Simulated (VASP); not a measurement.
# SrCl2 in VASP: a series of runs, part 2 of 2

VASP 6.6.1. The steps go on from the part before.

## 4. Single point, PBE (strained and its atoms moved)

File INCAR:

```
SYSTEM = SrCl2
PREC = Accurate ; ENCUT = 520
EDIFF = 1E-7 ; ISMEAR = 0
SIGMA = 0.02 ; LREAL = .False.
LASPH = .True. ; NELM = 80
ALGO = Normal ; ISIF = 2
LWAVE = .False. ; LCHARG = .False.
GGA = PE ; NBANDS = 19
```

File KPOINTS:

```
regular mesh
0
Gamma
  6 6 6
  0 0 0
```

File POSCAR:

```
SrCl2
1.0
    0.0000000000      3.5093408200      3.6139058200
    3.5093408200      0.0000000000      3.6139058200
    3.5093408200      3.5093408200      0.0000000000
Sr Cl
1 2
Direct
   -0.0060861292     -0.0060861292      0.0060861292
    0.2530430646      0.2530430646      0.2469569354
    0.7530430646      0.7530430646      0.7469569354
```

Potentials or basis: VASP PAW PBE potentials, release 64 (Sr_sv, Cl).

Started as:

```sh
> cat potpaw_PBE.64/Sr_sv/POTCAR potpaw_PBE.64/Cl/POTCAR > POTCAR
> mpirun -np 1 vasp_std > vasp.out
```

OUTCAR:

```text
SYSTEM = SrCl2
   PREC = Accurate
   ENCUT = 520
   EDIFF = 1E-7
   ISMEAR = 0
   LREAL = .False.
   LASPH = .True.
   NELM = 80
   ISIF = 2
   GGA = PE

 ion  position               nearest neighbor table
   1  0.994  0.994  0.006-   3 3.03   3 3.03   2 3.03   2 3.03   2 3.11   2 3.11   3 3.11   3 3.11

   2  0.253  0.253  0.247-   1 3.03   1 3.03   1 3.11   1 3.11
   3  0.753  0.753  0.747-   1 3.03   1 3.03   1 3.11   1 3.11

  LATTYP: Found a body centered tetragonal cell.
 ALAT       =     4.9629573826
 C/A-ratio  =     1.4563517441

  Lattice vectors:

 A1 = (  -3.5093408200,   0.0000000000,   3.6139058200)
 A2 = (   3.5093408200,   0.0000000000,   3.6139058200)
 A3 = (   0.0000000000,   3.5093408200,  -3.6139058200)

Analysis of symmetry for initial positions (statically):
=====================================================================
 Subroutine PRICEL returns:
 Original cell was already a primitive cell.

 Routine SETGRP: Setting up the symmetry group for a
 body centered tetragonal supercell.

 Subroutine GETGRP returns: Found  8 space group operations
 (whereof  8 operations were pure point group operations)
 out of a pool of 16 trial point group operations.

The static configuration has the point symmetry C_4v.

Analysis of symmetry for dynamics (positions and initial velocities):
=====================================================================
 Subroutine PRICEL returns:
 Original cell was already a primitive cell.

 Routine SETGRP: Setting up the symmetry group for a
 body centered tetragonal supercell.

 Subroutine GETGRP returns: Found  8 space group operations
 (whereof  8 operations were pure point group operations)
 out of a pool of 16 trial point group operations.

The dynamic configuration has the point symmetry C_4v.

 Subroutine INISYM returns: Found  8 space group operations
 (whereof  8 operations are pure point group operations),
 and found     1 'primitive' translations

----------------------------------------------------------------------------------------

                                     Primitive cell

  volume of cell :      89.0139

  direct lattice vectors                    reciprocal lattice vectors
     0.000000000  3.509340820  3.613905820    -0.142476900  0.142476900  0.138354463
     3.509340820  0.000000000  3.613905820     0.142476900 -0.142476900  0.138354463
     3.509340820  3.509340820  0.000000000     0.142476900  0.142476900 -0.138354463

  length of vectors
     5.037438661  5.037438661  4.962957383     0.244420317  0.244420317  0.244420317

  position of ions in fractional coordinates (direct lattice)
     0.993913871  0.993913871  0.006086129
     0.253043065  0.253043065  0.246956935
     0.753043065  0.753043065  0.746956935

  ion indices of the primitive-cell ions
   primitive index   ion index
                 1           1
                 2           2
                 3           3

----------------------------------------------------------------------------------------

 KPOINTS: regular mesh

Automatic generation of k-mesh.
 Grid dimensions read from file:
 generate k-points for:    6    6    6

 Generating k-lattice:

  Cartesian coordinates                     Fractional coordinates (reciprocal lattice)
    -0.023746150  0.023746150  0.023059077     0.166666667  0.000000000  0.000000000
     0.023746150 -0.023746150  0.023059077     0.000000000  0.166666667  0.000000000
     0.023746150  0.023746150 -0.023059077     0.000000000  0.000000000  0.166666667

  Length of vectors
     0.040736720  0.040736720  0.040736720

  Shift w.r.t. Gamma in fractional coordinates (k-lattice)
     0.000000000  0.000000000  0.000000000

 Subroutine IBZKPT returns following result:
 ===========================================

 Found     30 irreducible k-points:

 Following reciprocal coordinates:
            Coordinates               Weight
  0.000000  0.000000  0.000000      1.000000
  0.166667  0.000000  0.000000      8.000000
  0.333333 -0.000000  0.000000      8.000000
  0.500000  0.000000  0.000000      4.000000
  0.166667  0.166667  0.000000      2.000000
  0.333333  0.166667  0.000000      8.000000
[... 16 lines left out ...]
  0.333333  0.000000  0.333333      4.000000
  0.500000 -0.000000  0.333333     16.000000
 [... further k-points ...]
   k-points           NKPTS =     30   k-points in BZ     NKDIM =     30   number of bands    NBANDS=     19
   number of dos      NEDOS =    301   number of ions     NIONS =      3
   total plane-waves  NPLWV =  64000
   dimension x,y,z NGX =    40 NGY =   40 NGZ =   40
   dimension x,y,z NGXF=    80 NGYF=   80 NGZF=   80
   ions per type =               1   2
   NGX,Y,Z   is equivalent  to a cutoff of  13.20, 13.20, 13.40 a.u.
   NGXF,Y,Z  is equivalent  to a cutoff of  26.40, 26.40, 26.80 a.u.
 SYSTEM =  SrCl2
   PREC   = accura    normal or accurate (medium, high low for compatibility)
   ISTART =      0    job   : 0-new  1-cont  2-samecut
   ICHARG =      2    charge: 1-file 2-atom 10-const
   ISPIN  =      1    spin polarized calculation?
   LNONCOLLINEAR =      F non collinear calculations
   LSORBIT =      F    spin-orbit coupling
   LASPH  =      T    aspherical Exc in radial PAW
   ENCUT  =  520.0 eV  38.22 Ry    6.18 a.u.   9.37  9.37  9.23*2*pi/ulx,y,z
   NELM   =     80;   NELMIN=  2; NELMDL= -5     # of ELM steps
   EDIFF  = 0.1E-06   stopping-criterion for ELM
   LREAL  =      F    real-space projection
   EDIFFG = 0.1E-05   stopping-criterion for IOM
   NSW    =      0    number of steps for IOM
   IBRION =     -1    ionic relax: 0-MD 1-quasi-New 2-CG
   NFREE  =      0    steps in history (QN), initial steepest desc. (CG)
   ISIF   =      2    stress and relaxation
   ISYM   =      2    0-nonsym 1-usesym 2-fastsym
   POTIM  = 0.5000    time-step for ionic-motion
   TEBEG  =    0.0;   TEEND  =   0.0 temperature during run
   PSTRESS=    0.0 pullay stress
   NELECT =      24.0000    total number of electrons
   NUPDOWN=      -1.0000    fix difference up-down
   EMIN   =  10.00;   EMAX   =-10.00  energy-range for DOS
   EFERMI =   0.00;   METHOD = LEGACY
   ISMEAR =     0;   SIGMA  =   0.02  broadening in eV -4-tet -1-fermi 0-gaus
   EFERMI_NEDOS =   21; number of points for ismear=-14 and -15
   IALGO  =     38    algorithm
   IMIX   =      4    mixing-type and parameters
     AMIX     =   0.40;   BMIX     =  1.00
     AMIX_MAG =   1.60;   BMIX_MAG =  1.00
  volume/ion in A,a.u.               =      29.67       200.23
  Fermi-wavevector in a.u.,A,eV,Ry     =   1.057611  1.998595 15.218673  1.118541
  Thomas-Fermi vector in A             =   2.192890
   LORBIT       =      0    0 simple, 1 ext, 2 COOP (PROOUT), +10 PAW based schemes
   GGA     = PE    functional components
   LHFCALC =     F    Hartree Fock is set to
   AEXX    =    0.0000 exact exchange contribution
   IVDW    =     0    specifies the selected vdW correction
   LEPSILON=     F    determine dielectric tensor
   LRPA    =     F    only Hartree local field effects (RPA)
 non-spin polarized calculation
 Gauss-broadening in eV      SIGMA  =   0.02
  energy-cutoff  :      520.00
  volume of cell :       89.01
 maximum number of plane-waves:      2413
 NGX is ok and might be reduce to    40
   NGX = 19   NGY = 19   NGZ = 19

 number of electron      23.9999999 magnetization

 Free energy of the ion-electron system (eV)
  ---------------------------------------------------
  ext. energy  EPLUGINS =         0.00000000
  ---------------------------------------------------
  free energy    TOTEN  =       -12.77703795 eV

  energy without entropy =      -12.77703795  energy(sigma->0) =      -12.77703795

 E-fermi :   0.0625     XC(G=0):  -8.0802

 val. band max:       -0.0828809913   @ k =   0.5000   0.0000   0.5000
 cond. band min:       4.9869821666   @ k =   0.0000   0.0000   0.0000
 fundamental gap:      5.0698631580
 Fermi energy:         0.0625250498

 k-point     1 :       0.0000    0.0000    0.0000
  band No.  band energies     occupation
      1     -33.1952      2.00000
      2     -15.1709      2.00000
      3     -15.1709      2.00000
      4     -15.1634      2.00000
      5     -13.3099      2.00000
      6     -12.5514      2.00000
[... 11 lines left out ...]
     18       8.7382      0.00000
     19       8.8799      0.00000
[... 485 lines left out ...]
 k-point    24 :       0.5000   -0.0000    0.3333
  band No.  band energies     occupation
      1     -33.1922      2.00000
      2     -15.3856      2.00000
      3     -15.2235      2.00000
      4     -15.1880      2.00000
      5     -12.8066      2.00000
      6     -12.7272      2.00000
[... 11 lines left out ...]
     18       8.5600      0.00000
     19       9.3626      0.00000

 [... further k-points ...]
[... 5 lines left out ...]
  --------------------------------------------------------------------------------------
  -------------------------------------------------------------------------------------
  Total       -0.0270182     -0.0270182     -0.8115299      0.0000000      0.0000000      0.0000000
  in kB       -0.4863060     -0.4863060    -14.6068709      0.0000000      0.0000000      0.0000000
  external PRESSURE =      -5.1931609 kB  Pullay stress =       0.0000000 kB

 VOLUME and BASIS-vectors are now :
 -----------------------------------------------------------------------------
  energy-cutoff  :      520.00
  volume of cell :       89.01
      direct lattice vectors                 reciprocal lattice vectors
     0.000000000  3.509340820  3.613905820    -0.142476900  0.142476900  0.138354463
     3.509340820  0.000000000  3.613905820     0.142476900 -0.142476900  0.138354463
     3.509340820  3.509340820  0.000000000     0.142476900  0.142476900 -0.138354463

 POSITION                                       TOTAL-FORCE (eV/Angst)
 -----------------------------------------------------------------------------------
      3.50934      3.50934      7.18382         0.000000      0.000000      0.136912
      1.75467      1.75467      1.82895         0.000000      0.000000     -0.068456
      5.26401      5.26401      5.44285         0.000000      0.000000     -0.068456
 -----------------------------------------------------------------------------------
    total drift:                               -0.000000     -0.000000      0.000172

  FREE ENERGIE OF THE ION-ELECTRON SYSTEM (eV)
  ---------------------------------------------------
  free  energy   TOTEN  =       -12.7770379528 eV

  energy  without entropy=      -12.7770379528  energy(sigma->0) =      -12.77703795
```

stdout:

```text
POSCAR found type information on POSCAR SrCl
 POSCAR found :  2 types and       3 ions
 scaLAPACK will be used
 LDA part: xc-table for (Slater+PW92), standard interpolation
 POSCAR, INCAR and KPOINTS ok, starting setup
 FFT: planning ... GRIDC
 FFT: planning ... GRID_SOFT
 FFT: planning ... GRID
 WAVECAR not read
 entering main loop
```

Wall time 2.1 min (1 thread of Intel Xeon 8259CL, shared host); peak memory 0.25 GiB.

What came out:

- Free energy: -12.7770 eV
- Pressure: -0.5 GPa
- Largest force: 0.137 eV/Å
- Band gap on the k mesh: 5.07 eV, indirect (least direct gap 5.38 eV)

Forces on the atoms (eV/Å):
```
Sr   0.000  0.000  0.137
Cl   0.000  0.000 -0.068
Cl   0.000  0.000 -0.068
```

Stress tensor (GPa, compression positive):
```
-0.05  0.00  0.00
 0.00 -0.05  0.00
 0.00  0.00 -1.46
```

Levels at points of the mesh, in eV from the valence-band top:
```
           k point  band 9  band 10  band 11  band 12  band 13  band 14  band 15  band 16
(0.00, 0.00, 0.00)   -1.98    -0.52    -0.31    -0.31     5.07     5.98     6.13     8.79
(0.50, 0.00, 0.00)   -1.47    -1.29    -1.06    -1.04     6.58     6.62     7.23     7.76
(0.50, 0.50, 0.00)   -1.83    -0.38    -0.38    -0.17     5.46     6.72     7.41     7.70
(0.50, 0.00, 0.50)   -1.78    -0.57    -0.34     0.00     5.45     6.91     7.41     7.82
```

Caveat: the cell differs from its parent crystal (strained and its atoms moved).

## 5. The runs side by side

| level | potentials or basis | cell | gap on the mesh (eV) | pressure (GPa) |
| --- | --- | --- | --- | --- |
| PBE | VASP PAW PBE potentials, release 64 (Sr_sv, Cl) | a = 4.915 Å, angles 60.0°, 3 atoms | 5.38 | 1.5 |
| LDA | VASP PAW LDA potentials, release 64 (Sr_sv, Cl) | a = 5.143 Å, angles 60.0°, 3 atoms | 4.44 | -5.6 |
| PBE | VASP PAW PBE potentials, release 64 (Sr_sv, Cl) | a = 5.037, b = 5.037, c = 4.963 Å, angles 60.5, 60.5, 59.0°, 3 atoms | 5.07 | -0.5 |

Alike in all rows: task single point; no spin polarisation; k mesh 6 × 6 × 6; cutoff (eV) 520; smearing gaussian 0.02 eV.

Absolute energies hang on the potentials; compare differences alone.
